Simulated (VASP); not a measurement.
Here is a VASP 6.6.1 calculation.

File INCAR:

```
ALGO = Normal ; EDIFF = 1E-6
ENCUT = 520 ; GGA = PE
ISIF = 2 ; ISMEAR = 0
LASPH = T ; LCHARG = F
LREAL = F ; LWAVE = F
NBANDS = 18 ; NELM = 100
PREC = Accurate ; SIGMA = 0.02
```

File KPOINTS:

```
k-points
0
Gamma
  8 1 6
```

POSCAR

```
P
1.0
    3.3526663048      0.0000000000      0.0000000000
    0.0000000000     35.3859092299      0.0000000000
    0.0000000000      0.0000000000      4.5774308150
P
4
Direct
    0.0000000000      0.9701924990      0.5879668096
    0.0000000000      0.0298075010      0.4120331904
    0.5000000000      0.0298075010      0.0879668096
    0.5000000000      0.9701924990      0.9120331904
```

Potentials or basis: VASP PAW PBE potentials, release 64 (P).

Command:

```bash
$ cat potpaw_PBE.64/P/POTCAR > POTCAR
$ mpirun -np 1 vasp_std > vasp.out
```

Problem. Estimate the largest force.

Solution. 0.049 eV/Å.

Problem. Predict the band gap on the k mesh.

Solution. 0.96 eV, direct.

Forces in eV/Å, atoms in the order of the input:
```
P    0.000  0.038  0.030
P    0.000 -0.038 -0.030
P    0.000 -0.038  0.030
P    0.000  0.038 -0.030
```

Caveat: the cell differs from its parent crystal (biaxial strain in the a-b plane: +1.5 %, then relaxed in part).
